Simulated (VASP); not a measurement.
# KMgF3 (cubic perovskite) (Pm-3m) in VASP: notebook

Runs on KMgF3 (cubic perovskite). Level: LDA. Tasks: single point.

Program: VASP 6.6.1. These are calculated values, not measurements. Logs are shortened: lines on timing, memory, paths and dates and some standing lists are left out, and cuts for length are marked.

## 1. The cell of the first run

It takes space group Pm-3m (No. 221, cubic). The conventional cell has a = 3.640 Å, b = 3.640 Å, c = 3.640 Å, α = 90.00°, β = 90.00°, γ = 90.00°. Within 3.4 Å of K (site symmetry m-3m) lie 12 F at 2.57 Å and 8 Mg at 3.15 Å. Within 2.4 Å of Mg (site symmetry m-3m) lie 6 F at 1.82 Å. F (site symmetry 4/mmm) has 2 Mg at 1.82 Å within 2.4 Å.

## 2. Single point, LDA (volume scaled by 0.75)

File INCAR:

```
ALGO = Normal
EDIFF = 1E-6
ENCUT = 520
ISIF = 2
ISMEAR = 0
LASPH = T
LCHARG = F
LREAL = F
LWAVE = F
NBANDS = 24
NELM = 80
PREC = Accurate
SIGMA = 0.01
```

File KPOINTS:

```
k-points
0
Gamma
  6 6 6
```

File POSCAR:

```
KMgF3
1.0
    3.6396925474      0.0000000000      0.0000000000
    0.0000000000      3.6396925474      0.0000000000
    0.0000000000      0.0000000000      3.6396925474
K Mg F
1 1 3
Direct
    0.5000000000      0.5000000000      0.5000000000
    0.0000000000      0.0000000000      0.0000000000
    0.5000000000      0.0000000000      0.0000000000
    0.0000000000      0.5000000000      0.0000000000
    0.0000000000      0.0000000000      0.5000000000
```

Potentials or basis: VASP PAW LDA potentials, release 64 (K_sv, Mg, F).

Run with:

```sh
$ cat potpaw_LDA.64/K_sv/POTCAR potpaw_LDA.64/Mg/POTCAR potpaw_LDA.64/F/POTCAR > POTCAR
$ mpirun -np 1 vasp_std > vasp.out
```

OUTCAR:

```text
EDIFF = 1E-6
   ENCUT = 520
   ISIF = 2
   ISMEAR = 0
   LASPH = T
   LREAL = F
   NELM = 80
   PREC = Accurate

 ion  position               nearest neighbor table
   1  0.500  0.500  0.500-   3 2.57   4 2.57   5 2.57   3 2.57   4 2.57   3 2.57   5 2.57   3 2.57
                             4 2.57   5 2.57   4 2.57   5 2.57   2 3.15   2 3.15   2 3.15   2 3.15
   2  0.000  0.000  0.000-   3 1.82   4 1.82   5 1.82   5 1.82   4 1.82   3 1.82   1 3.15   1 3.15
                             1 3.15   1 3.15   1 3.15   1 3.15   1 3.15   1 3.15
   3  0.500  0.000  0.000-   2 1.82   2 1.82   1 2.57   1 2.57   1 2.57   1 2.57
   4  0.000  0.500  0.000-   2 1.82   2 1.82   1 2.57   1 2.57   1 2.57   1 2.57
   5  0.000  0.000  0.500-   2 1.82   2 1.82   1 2.57   1 2.57   1 2.57   1 2.57

  LATTYP: Found a simple cubic cell.
 ALAT       =     3.6396925474

  Lattice vectors:

 A1 = (   3.6396925474,   0.0000000000,   0.0000000000)
 A2 = (   0.0000000000,   3.6396925474,   0.0000000000)
 A3 = (   0.0000000000,   0.0000000000,   3.6396925474)

Analysis of symmetry for initial positions (statically):
=====================================================================
 Subroutine PRICEL returns:
 Original cell was already a primitive cell.

 Routine SETGRP: Setting up the symmetry group for a
 simple cubic supercell.

 Subroutine GETGRP returns: Found 48 space group operations
 (whereof 48 operations were pure point group operations)
 out of a pool of 48 trial point group operations.

The static configuration has the point symmetry O_h .

Analysis of symmetry for dynamics (positions and initial velocities):
=====================================================================
 Subroutine PRICEL returns:
 Original cell was already a primitive cell.

 Routine SETGRP: Setting up the symmetry group for a
 simple cubic supercell.

 Subroutine GETGRP returns: Found 48 space group operations
 (whereof 48 operations were pure point group operations)
 out of a pool of 48 trial point group operations.

The dynamic configuration has the point symmetry O_h .

 Subroutine INISYM returns: Found 48 space group operations
 (whereof 48 operations are pure point group operations),
 and found     1 'primitive' translations

----------------------------------------------------------------------------------------

                                     Primitive cell

  volume of cell :      48.2163

  direct lattice vectors                    reciprocal lattice vectors
     3.639692547  0.000000000  0.000000000     0.274748481  0.000000000  0.000000000
     0.000000000  3.639692547  0.000000000     0.000000000  0.274748481  0.000000000
     0.000000000  0.000000000  3.639692547     0.000000000  0.000000000  0.274748481

  length of vectors
     3.639692547  3.639692547  3.639692547     0.274748481  0.274748481  0.274748481

  position of ions in fractional coordinates (direct lattice)
     0.500000000  0.500000000  0.500000000
     0.000000000  0.000000000  0.000000000
     0.500000000  0.000000000  0.000000000
     0.000000000  0.500000000  0.000000000
     0.000000000  0.000000000  0.500000000

  ion indices of the primitive-cell ions
   primitive index   ion index
                 1           1
                 2           2
                 3           3
                 4           4
                 5           5

----------------------------------------------------------------------------------------

 KPOINTS: k-points

Automatic generation of k-mesh.
 Grid dimensions read from file:
 generate k-points for:    6    6    6

 Generating k-lattice:

  Cartesian coordinates                     Fractional coordinates (reciprocal lattice)
     0.045791414  0.000000000  0.000000000     0.166666667  0.000000000  0.000000000
     0.000000000  0.045791414  0.000000000     0.000000000  0.166666667  0.000000000
     0.000000000  0.000000000  0.045791414     0.000000000  0.000000000  0.166666667

  Length of vectors
     0.045791414  0.045791414  0.045791414

  Shift w.r.t. Gamma in fractional coordinates (k-lattice)
     0.000000000  0.000000000  0.000000000

 Subroutine IBZKPT returns following result:
 ===========================================

 Found     20 irreducible k-points:

 Following reciprocal coordinates:
            Coordinates               Weight
  0.000000  0.000000  0.000000      1.000000
  0.166667  0.000000  0.000000      6.000000
  0.333333  0.000000  0.000000      6.000000
  0.500000  0.000000  0.000000      3.000000
  0.166667  0.166667  0.000000     12.000000
  0.333333  0.166667  0.000000     24.000000
[... 12 lines left out ...]
  0.500000  0.500000  0.333333      6.000000
  0.500000  0.500000  0.500000      1.000000
   k-points           NKPTS =     20   k-points in BZ     NKDIM =     20   number of bands    NBANDS=     24
   number of dos      NEDOS =    301   number of ions     NIONS =      5
   total plane-waves  NPLWV =  21952
   dimension x,y,z NGX =    28 NGY =   28 NGZ =   28
   dimension x,y,z NGXF=    56 NGYF=   56 NGZF=   56
   ions per type =               1   1   3
   NGX,Y,Z   is equivalent  to a cutoff of  12.79, 12.79, 12.79 a.u.
   NGXF,Y,Z  is equivalent  to a cutoff of  25.58, 25.58, 25.58 a.u.
 SYSTEM =  unknown system
   PREC   = accura    normal or accurate (medium, high low for compatibility)
   ISTART =      0    job   : 0-new  1-cont  2-samecut
   ICHARG =      2    charge: 1-file 2-atom 10-const
   ISPIN  =      1    spin polarized calculation?
   LNONCOLLINEAR =      F non collinear calculations
   LSORBIT =      F    spin-orbit coupling
   LASPH  =      T    aspherical Exc in radial PAW
   ENCUT  =  520.0 eV  38.22 Ry    6.18 a.u.   6.77  6.77  6.77*2*pi/ulx,y,z
   NELM   =     80;   NELMIN=  2; NELMDL= -5     # of ELM steps
   EDIFF  = 0.1E-05   stopping-criterion for ELM
   LREAL  =      F    real-space projection
   EDIFFG = 0.1E-04   stopping-criterion for IOM
   NSW    =      0    number of steps for IOM
   IBRION =     -1    ionic relax: 0-MD 1-quasi-New 2-CG
   NFREE  =      0    steps in history (QN), initial steepest desc. (CG)
   ISIF   =      2    stress and relaxation
   ISYM   =      2    0-nonsym 1-usesym 2-fastsym
   POTIM  = 0.5000    time-step for ionic-motion
   TEBEG  =    0.0;   TEEND  =   0.0 temperature during run
   PSTRESS=    0.0 pullay stress
   NELECT =      32.0000    total number of electrons
   NUPDOWN=      -1.0000    fix difference up-down
   EMIN   =  10.00;   EMAX   =-10.00  energy-range for DOS
   EFERMI =   0.00;   METHOD = LEGACY
   ISMEAR =     0;   SIGMA  =   0.01  broadening in eV -4-tet -1-fermi 0-gaus
   EFERMI_NEDOS =   21; number of points for ismear=-14 and -15
   IALGO  =     38    algorithm
   IMIX   =      4    mixing-type and parameters
     AMIX     =   0.40;   BMIX     =  1.00
     AMIX_MAG =   1.60;   BMIX_MAG =  1.00
  volume/ion in A,a.u.               =       9.64        65.08
  Fermi-wavevector in a.u.,A,eV,Ry     =   1.427995  2.698520 27.744602  2.039171
  Thomas-Fermi vector in A             =   2.548105
   LORBIT       =      0    0 simple, 1 ext, 2 COOP (PROOUT), +10 PAW based schemes
   GGA     = CA    functional components
   LHFCALC =     F    Hartree Fock is set to
   AEXX    =    0.0000 exact exchange contribution
   IVDW    =     0    specifies the selected vdW correction
   LEPSILON=     F    determine dielectric tensor
   LRPA    =     F    only Hartree local field effects (RPA)
 non-spin polarized calculation
 Gauss-broadening in eV      SIGMA  =   0.01
  energy-cutoff  :      520.00
  volume of cell :       48.22
 maximum number of plane-waves:      1328
 NGX is ok and might be reduce to    28
   NGX = 13   NGY = 13   NGZ = 13

 number of electron      32.0000000 magnetization

 Free energy of the ion-electron system (eV)
  ---------------------------------------------------
  ext. energy  EPLUGINS =         0.00000000
  ---------------------------------------------------
  free energy    TOTEN  =       -26.28104483 eV

  energy without entropy =      -26.28104483  energy(sigma->0) =      -26.28104483

 E-fermi :  -0.2611     XC(G=0): -11.8379

 val. band max:       -0.3184559484   @ k =   0.5000   0.5000   0.5000
 cond. band min:       9.0872763960   @ k =   0.0000   0.0000   0.0000
 fundamental gap:      9.4057323444
 Fermi energy:        -0.2610838832

 k-point     1 :       0.0000    0.0000    0.0000
  band No.  band energies     occupation
      1     -25.1909      2.00000
      2     -20.8284      2.00000
      3     -19.7752      2.00000
      4     -19.7752      2.00000
      5      -8.9630      2.00000
      6      -8.9630      2.00000
[... 16 lines left out ...]
     23      16.8682      0.00000
     24      19.8766      0.00000

 k-point     2 :       0.1667    0.0000    0.0000
  band No.  band energies     occupation
      1     -25.1515      2.00000
      2     -20.8131      2.00000
      3     -19.8453      2.00000
      4     -19.7692      2.00000
      5      -8.9131      2.00000
      6      -8.9131      2.00000
[... 16 lines left out ...]
     23      16.8848      0.00000
     24      19.4781      0.00000

 k-point     3 :       0.3333    0.0000    0.0000
  band No.  band energies     occupation
      1     -25.0694      2.00000
      2     -20.7898      2.00000
      3     -19.9796      2.00000
      4     -19.7569      2.00000
      5      -8.8088      2.00000
      6      -8.8088      2.00000
[... 16 lines left out ...]
     23      16.5172      0.00000
     24      18.5659      0.00000
[... 406 lines left out ...]
 k-point    19 :       0.5000    0.5000    0.3333
  band No.  band energies     occupation
      1     -24.8914      2.00000
      2     -20.1292      2.00000
      3     -20.1103      2.00000
      4     -20.1103      2.00000
      5      -9.3780      2.00000
      6      -9.3780      2.00000
[... 16 lines left out ...]
     23      17.0131      0.00000
     24      17.0131      0.00000

 k-point    20 :       0.5000    0.5000    0.5000
  band No.  band energies     occupation
      1     -24.8784      2.00000
      2     -20.0931      2.00000
      3     -20.0931      2.00000
      4     -20.0931      2.00000
      5      -9.4857      2.00000
      6      -9.4857      2.00000
[... 16 lines left out ...]
     23      17.4749      0.00000
     24      17.4749      0.00000

------------------------ aborting loop because EDIFF is reached ----------------------------------------

  FORCE on cell =-STRESS in cart. coord.  units (eV):
  Direction    XX          YY          ZZ          XY          YZ          ZX
  --------------------------------------------------------------------------------------
  -------------------------------------------------------------------------------------
  Total        8.8488104      8.8488104      8.8488104      0.0000000      0.0000000     -0.0000000
  in kB      294.0365884    294.0365884    294.0365884      0.0000000      0.0000000     -0.0000000
  external PRESSURE =     294.0365884 kB  Pullay stress =       0.0000000 kB

 VOLUME and BASIS-vectors are now :
 -----------------------------------------------------------------------------
  energy-cutoff  :      520.00
  volume of cell :       48.22
      direct lattice vectors                 reciprocal lattice vectors
     3.639692547  0.000000000  0.000000000     0.274748481  0.000000000  0.000000000
     0.000000000  3.639692547  0.000000000     0.000000000  0.274748481  0.000000000
     0.000000000  0.000000000  3.639692547     0.000000000  0.000000000  0.274748481

 POSITION                                       TOTAL-FORCE (eV/Angst)
 -----------------------------------------------------------------------------------
      1.81985      1.81985      1.81985         0.000000      0.000000      0.000000
      0.00000      0.00000      0.00000         0.000000      0.000000      0.000000
      1.81985      0.00000      0.00000         0.000000      0.000000      0.000000
      0.00000      1.81985      0.00000         0.000000      0.000000      0.000000
      0.00000      0.00000      1.81985         0.000000      0.000000      0.000000
 -----------------------------------------------------------------------------------
    total drift:                                0.000000      0.000000     -0.000000

  FREE ENERGIE OF THE ION-ELECTRON SYSTEM (eV)
  ---------------------------------------------------
  free  energy   TOTEN  =       -26.2810448336 eV

  energy  without entropy=      -26.2810448336  energy(sigma->0) =      -26.28104483
```

Run time: 8.7 s. Hardware: 1 thread of Intel Xeon 6975P-C (Granite Rapids), shared host; peak memory 0.14 GiB.

Results:

| Item | Value |
| --- | --- |
| Free energy | -26.2810 eV |
| Pressure | 29.4 GPa |
| Band gap on the k mesh | 9.41 eV, indirect (least direct gap 9.68 eV) |

 A k mesh can miss the band edges.

(Continued in part 2 of 2.)
